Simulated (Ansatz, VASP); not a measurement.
**Si3Ag: VASP beside Ansatz**

```
CELL_PARAMETERS angstrom
0.00000 3.21433 3.21433
3.21433 0.00000 3.21433
3.21433 3.21433 0.00000
ATOMIC_POSITIONS crystal
Si 0.50000 0.50000 0.50000
Si 0.25000 0.25000 0.25000
Si 0.75000 0.75000 0.75000
Ag 0.00000 0.00000 0.00000
```

Change from the starting cell: species swapped into the Li3Pb type (Fm-3m, No. 225).

Alike in both runs: functional PBE; k mesh 4 × 4 × 4; occupations gaussian, width 0.1 eV; no spin polarisation.

Ansatz relaxed the structure, and its values are those at the end. VASP's run is a single point on that final structure, the one shown.

|  | VASP | Ansatz |
| --- | --- | --- |
| version | VASP 6.6.1 | Ansatz 0.2.0 |
| potentials or method | VASP PAW PBE potentials, release 64 (Si, Ag), cutoff 520 eV | scalar-relativistic, plane waves, PAW |
| valence electrons in the cell | 23 | 31 |

|  | VASP | Ansatz | Ansatz less VASP |
| --- | --- | --- | --- |
| gap on the k mesh at the Fermi level (eV) | none | none | - |
| pressure (GPa) | -0.3 | -0.3 | +0.05 |

A gap of «none» marks a metal or a gap that the smearing closes. VASP's potentials hold 23 valence electrons a cell and Ansatz's 31, so a difference there can come from the potentials and not from the codes.

The k mesh is coarse, so the values compare programs but aren't converged.
